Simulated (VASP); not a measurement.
# Sn (Fd-3m) in VASP: notebook

Sn is run at these levels: PBEsol; tasks: single point.

All numbers are computed with VASP 6.6.1; they aren't measurements. Logs are shortened: lines on timing, memory, paths and dates and some standing lists are left out, and cuts for length are marked.

## (1) The cell of the first run

It takes space group Fd-3m (No. 227, cubic). Conventional cell: a = 6.570 Å, b = 6.570 Å, c = 6.570 Å, α = 90.00°, β = 90.00°, γ = 90.00°. Within 3.7 Å of Sn (site symmetry -43m) lie 4 Sn at 2.84 Å.

## (2) Single point, PBEsol

INCAR

```
PREC = Accurate ; ENCUT = 520
EDIFF = 1E-6 ; ISMEAR = 0
SIGMA = 0.1 ; LREAL = F
LASPH = T ; NELM = 100
ALGO = Normal ; ISIF = 2
LWAVE = F ; LCHARG = F
GGA = PS ; NBANDS = 21
```

KPOINTS

```
Automatic mesh
0
Gamma
  6 6 6
```

POSCAR

```
Sn
1.0
    0.0000000000      3.2849869970      3.2849869970
    3.2849869970      0.0000000000      3.2849869970
    3.2849869970      3.2849869970      0.0000000000
Sn
2
Direct
    0.0000000000      0.0000000000      0.0000000000
    0.2500000000      0.2500000000      0.2500000000
```

Potentials or basis: VASP PAW PBE potentials, release 64 (Sn_d).

On the command line:

```sh
$ cat potpaw_PBE.64/Sn_d/POTCAR > POTCAR
$ mpirun -np 1 vasp_std > vasp.out
```

OUTCAR:

```text
PREC = Accurate
   ENCUT = 520
   EDIFF = 1E-6
   ISMEAR = 0
   LREAL = F
   LASPH = T
   NELM = 100
   ISIF = 2
   GGA = PS

 ion  position               nearest neighbor table
   1  0.000  0.000  0.000-   2 2.84   2 2.84   2 2.84   2 2.84
   2  0.250  0.250  0.250-   1 2.84   1 2.84   1 2.84   1 2.84

  LATTYP: Found a face centered cubic cell.
 ALAT       =     6.5699739940

  Lattice vectors:

 A1 = (   0.0000000000,   3.2849869970,   3.2849869970)
 A2 = (   3.2849869970,   0.0000000000,   3.2849869970)
 A3 = (   3.2849869970,   3.2849869970,   0.0000000000)

Analysis of symmetry for initial positions (statically):
=====================================================================
 Subroutine PRICEL returns:
 Original cell was already a primitive cell.

 Routine SETGRP: Setting up the symmetry group for a
 face centered cubic supercell.

 Subroutine GETGRP returns: Found 48 space group operations
 (whereof 24 operations were pure point group operations)
 out of a pool of 48 trial point group operations.

The static configuration has the point symmetry T_d .
 The point group associated with its full space group is O_h .

Analysis of symmetry for dynamics (positions and initial velocities):
=====================================================================
 Subroutine PRICEL returns:
 Original cell was already a primitive cell.

 Routine SETGRP: Setting up the symmetry group for a
 face centered cubic supercell.

 Subroutine GETGRP returns: Found 48 space group operations
 (whereof 24 operations were pure point group operations)
 out of a pool of 48 trial point group operations.

The dynamic configuration has the point symmetry T_d .
 The point group associated with its full space group is O_h .

 Subroutine INISYM returns: Found 48 space group operations
 (whereof 24 operations are pure point group operations),
 and found     1 'primitive' translations

----------------------------------------------------------------------------------------

                                     Primitive cell

  volume of cell :      70.8975

  direct lattice vectors                    reciprocal lattice vectors
     0.000000000  3.284986997  3.284986997    -0.152207604  0.152207604  0.152207604
     3.284986997  0.000000000  3.284986997     0.152207604 -0.152207604  0.152207604
     3.284986997  3.284986997  0.000000000     0.152207604  0.152207604 -0.152207604

[... 70 lines left out ...]
   LSORBIT =      F    spin-orbit coupling
   LASPH  =      T    aspherical Exc in radial PAW
   ENCUT  =  520.0 eV  38.22 Ry    6.18 a.u.   8.64  8.64  8.64*2*pi/ulx,y,z
   NELM   =    100;   NELMIN=  2; NELMDL= -5     # of ELM steps
   EDIFF  = 0.1E-05   stopping-criterion for ELM
   LREAL  =      F    real-space projection
   EDIFFG = 0.1E-04   stopping-criterion for IOM
   NSW    =      0    number of steps for IOM
   IBRION =     -1    ionic relax: 0-MD 1-quasi-New 2-CG
   NFREE  =      0    steps in history (QN), initial steepest desc. (CG)
   ISIF   =      2    stress and relaxation
   ISYM   =      2    0-nonsym 1-usesym 2-fastsym
   POTIM  = 0.5000    time-step for ionic-motion
   TEBEG  =    0.0;   TEEND  =   0.0 temperature during run
   PSTRESS=    0.0 pullay stress
   NELECT =      28.0000    total number of electrons
   NUPDOWN=      -1.0000    fix difference up-down
   EMIN   =  10.00;   EMAX   =-10.00  energy-range for DOS
   EFERMI =   0.00;   METHOD = LEGACY
   ISMEAR =     0;   SIGMA  =   0.10  broadening in eV -4-tet -1-fermi 0-gaus
   EFERMI_NEDOS =   21; number of points for ismear=-14 and -15
   IALGO  =     38    algorithm
   IMIX   =      4    mixing-type and parameters
     AMIX     =   0.40;   BMIX     =  1.00
     AMIX_MAG =   1.60;   BMIX_MAG =  1.00
  volume/ion in A,a.u.               =      35.45       239.22
  Fermi-wavevector in a.u.,A,eV,Ry     =   1.201113  2.269774 19.628749  1.442672
  Thomas-Fermi vector in A             =   2.336931
   LORBIT       =      0    0 simple, 1 ext, 2 COOP (PROOUT), +10 PAW based schemes
   GGA     = PS    functional components
   LHFCALC =     F    Hartree Fock is set to
   AEXX    =    0.0000 exact exchange contribution
   IVDW    =     0    specifies the selected vdW correction
   LEPSILON=     F    determine dielectric tensor
   LRPA    =     F    only Hartree local field effects (RPA)
 non-spin polarized calculation
 Gauss-broadening in eV      SIGMA  =   0.10
  energy-cutoff  :      520.00
  volume of cell :       70.90
 maximum number of plane-waves:      1932
 NGX is ok and might be reduce to    36
   NGX = 17   NGY = 17   NGZ = 17

 number of electron      27.9999985 magnetization

 Free energy of the ion-electron system (eV)
  ---------------------------------------------------
  ext. energy  EPLUGINS =         0.00000000
  ---------------------------------------------------
  free energy    TOTEN  =        -8.42966821 eV

  energy without entropy =       -8.42843711  energy(sigma->0) =       -8.42905266

 E-fermi :   4.9796     XC(G=0):  -8.8997

 val. band max:        4.7789417687   @ k =   0.1667   0.0000   0.0000
 cond. band min:       4.9806692041   @ k =   0.5000   0.0000   0.0000
 fundamental gap:      0.2017274353
 Fermi energy:         4.9795774030

 k-point     1 :       0.0000    0.0000    0.0000
  band No.  band energies     occupation
      1     -16.4137      2.00000
      2     -16.4137      2.00000
      3     -16.4137      2.00000
      4     -16.3586      2.00000
      5     -16.3586      2.00000
      6     -16.0759      2.00000
[... 373 lines left out ...]
     20      13.9064      0.00000
     21      15.1437      0.00000

------------------------ aborting loop because EDIFF is reached ----------------------------------------

  FORCE on cell =-STRESS in cart. coord.  units (eV):
  Direction    XX          YY          ZZ          XY          YZ          ZX
  --------------------------------------------------------------------------------------
  -------------------------------------------------------------------------------------
  Total       -0.2518919     -0.2518919     -0.2518919      0.0000000      0.0000000      0.0000000
  in kB       -5.6923791     -5.6923791     -5.6923791      0.0000000      0.0000000      0.0000000
  external PRESSURE =      -5.6923791 kB  Pullay stress =       0.0000000 kB

 VOLUME and BASIS-vectors are now :
 -----------------------------------------------------------------------------
  energy-cutoff  :      520.00
  volume of cell :       70.90
      direct lattice vectors                 reciprocal lattice vectors
     0.000000000  3.284986997  3.284986997    -0.152207604  0.152207604  0.152207604
     3.284986997  0.000000000  3.284986997     0.152207604 -0.152207604  0.152207604
     3.284986997  3.284986997  0.000000000     0.152207604  0.152207604 -0.152207604

 POSITION                                       TOTAL-FORCE (eV/Angst)
 -----------------------------------------------------------------------------------
      0.00000      0.00000      0.00000        -0.000000     -0.000000     -0.000000
      1.64249      1.64249      1.64249         0.000000      0.000000      0.000000
 -----------------------------------------------------------------------------------
    total drift:                                0.000000      0.000000      0.000000

  FREE ENERGIE OF THE ION-ELECTRON SYSTEM (eV)
  ---------------------------------------------------
  free  energy   TOTEN  =        -8.4296682145 eV

  energy  without entropy=       -8.4284371105  energy(sigma->0) =       -8.42905266
```

stdout:

```text
POSCAR found type information on POSCAR Sn
 POSCAR found :  1 types and       2 ions
 scaLAPACK will be used
 -----------------------------------------------------------------------------
|                                                                             |
|                                                                             |
|     You enforced a specific xc type in the INCAR file but a different       |
|     I HOPE YOU KNOW WHAT YOU ARE DOING!                                     |
|                                                                             |
 -----------------------------------------------------------------------------

 LDA part: xc-table for (Slater+PW92), standard interpolation
 POSCAR, INCAR and KPOINTS ok, starting setup
 FFT: planning ... GRIDC
 FFT: planning ... GRID_SOFT
 FFT: planning ... GRID
 WAVECAR not read
 entering main loop
```

It took 8.9 s on 1 thread of Intel Xeon 6975P-C (Granite Rapids), shared host; peak memory 0.2 GiB.

Results:

- Free energy: -8.4297 eV
- Pressure: -0.6 GPa
- Band gap on the k mesh: zero (band 14 reaches 5.20 eV, above the bottom of band 15 at 4.98 eV)

Levels at points of the mesh, in eV from the Fermi level:
```
           k point  band 12  band 13  band 14  band 15  band 16  band 17
(0.00, 0.00, 0.00)    -0.81     0.22     0.22     0.22     2.28     2.28
(0.50, 0.00, 0.00)    -6.05    -0.93    -0.93     0.00     3.33     3.33
(0.50, 0.50, 0.00)    -7.28    -2.22    -2.22     0.93     0.93     7.61
```

Caveat: the PAW data sets were made with another functional, which shifts forces and pressure a little; spin-orbit coupling is left out, which moves the levels of the heavy elements.

(Part 1 of 2 ends here.)
